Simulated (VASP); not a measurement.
Input of a VASP 6.6.1 run:

Contents of INCAR:

```
PREC     = Accurate       # precision mode
ENCUT    = 500            # plane-wave cutoff, eV
EDIFF    = 1E-6           # SCF threshold, eV
ISMEAR   = 0              # smearing method
SIGMA    = 0.1            # smearing width, eV
LREAL    = F              # projectors in reciprocal space
LASPH    = T              # aspherical terms in the spheres
NELM     = 120            # most SCF steps
ALGO     = Normal         # electronic algorithm
ISIF     = 2              # what is computed and relaxed
LWAVE    = F              # write WAVECAR
LCHARG   = F              # write CHGCAR
GGA      = PE             # functional
NBANDS   = 13             # bands
GGA_COMPAT= F
```

Contents of KPOINTS:

```
regular mesh
0
Gamma
  16 16 16
```

File POSCAR:

```
Sn
1.0
    0.0000000000      2.4096292035      2.4096292035
    2.4096292035      0.0000000000      2.4096292035
    2.4096292035      2.4096292035      0.0000000000
Sn
1
Direct
    0.0000000000      0.0000000000      0.0000000000
```

Potentials or basis: VASP PAW PBE potentials, release 64 (Sn_d).

The run is started by

```console
$ cat potpaw_PBE.64/Sn_d/POTCAR > POTCAR
$ mpirun -np 1 vasp_std > vasp.out
```

Question: Predict the pressure.

Answer: 0.0 GPa.

Question: What does it give for the band gap on the k mesh?

Answer: Zero (band 7 reaches 15.26 eV, above the bottom of band 8 at 5.89 eV).

Caveat: spin-orbit coupling is left out, which moves the levels of the heavy elements.
